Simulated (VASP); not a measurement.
KI, 2 atoms in the cell. The structure is tetragonal, space group I4/mmm (No. 139). The conventional cell has a = 5.012 Å, b = 5.012 Å, c = 6.947 Å, α = 90.00°, β = 90.00°, γ = 90.00°. K (site symmetry 4/mmm) has 6 I at 3.47 to 3.54 Å within 4.6 Å. Within 4.6 Å of I (site symmetry 4/mmm) lie 6 K at 3.47 to 3.54 Å.  This cell differs from its parent crystal: uniaxial x strain -2.0%.

| Item | Value |
| --- | --- |
| Program | VASP 6.6.1 |
| Task | single point |
| Functional | r2SCAN |
| Potentials or basis | VASP PAW PBE potentials, release 64 (K_sv, I) |
| Cutoff | 520 eV |
| k mesh | 6 × 6 × 6 |
| Occupations | gaussian, width 0.01 eV |
| Spin | no spin polarisation |
| Dipole correction | no |
| Further INCAR settings | ALGO = Normal; EDIFF = 1e-06; NBANDS = 15 |

Potentials or basis: VASP PAW PBE potentials, release 64 (K_sv, I).

Run with:

```bash
$ cat potpaw_PBE.64/K_sv/POTCAR potpaw_PBE.64/I/POTCAR > POTCAR
$ cp INCAR.step1 INCAR
$ mpirun -np 1 vasp_std > vasp.out
$ cp INCAR.step2 INCAR
$ mpirun -np 1 vasp_std > vasp.out
```

Hardware: 1 thread of Intel(R) Xeon(R) 6975P-C (Granite Rapids), with other jobs on the host.

Question: How long does it take, and how much memory?

Answer: Wall time 75 s on 1 thread of Intel(R) Xeon(R) 6975P-C (Granite Rapids), on a shared host, peak memory 0.27 GiB. Counts: k points 30.
